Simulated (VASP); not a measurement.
Hg, 3 atoms in the cell. The structure is hexagonal, space group P6/mmm (No. 191). Conventional cell: a = 5.467 Å, b = 5.467 Å, c = 3.185 Å, α = 90.00°, β = 90.00°, γ = 120.00°. Within 4.2 Å of Hg (site symmetry -6m2) lie 11 Hg at 3.16 to 3.54 Å. Hg (site symmetry 6/mmm) has 14 Hg at 3.19 to 3.54 Å within 4.2 Å. 

* Program: VASP 6.6.1
* Task: single point
* Functional: r2SCAN
* Dispersion: D4
* Potentials or basis: VASP PAW PBE potentials, release 64 (Hg)
* Cutoff: 520 eV
* k mesh: 6 × 6 × 9
* Occupations: gaussian, width 0.5 eV
* Spin: no spin polarisation
* Dipole correction: no
* Further INCAR settings: ALGO = Normal; EDIFF = 1e-07; NBANDS = 25

Potentials or basis: VASP PAW PBE potentials, release 64 (Hg).

Run with:

```bash
$ cat potpaw_PBE.64/Hg/POTCAR > POTCAR
$ cp INCAR.step1 INCAR
$ mpirun -np 1 vasp_std > vasp.out
$ cp INCAR.step2 INCAR
$ mpirun -np 1 vasp_std > vasp.out
```

Hardware: 1 thread of AMD EPYC 7R43 64-Core Processor (Zen 3), with other jobs on the host.

**Question.** Estimate the wall time of this run.

**Answer.** It took 7.9 min on 1 thread of AMD EPYC 7R43 64-Core Processor (Zen 3) (shared host), peak memory 0.19 GiB. Counts: k points 35.
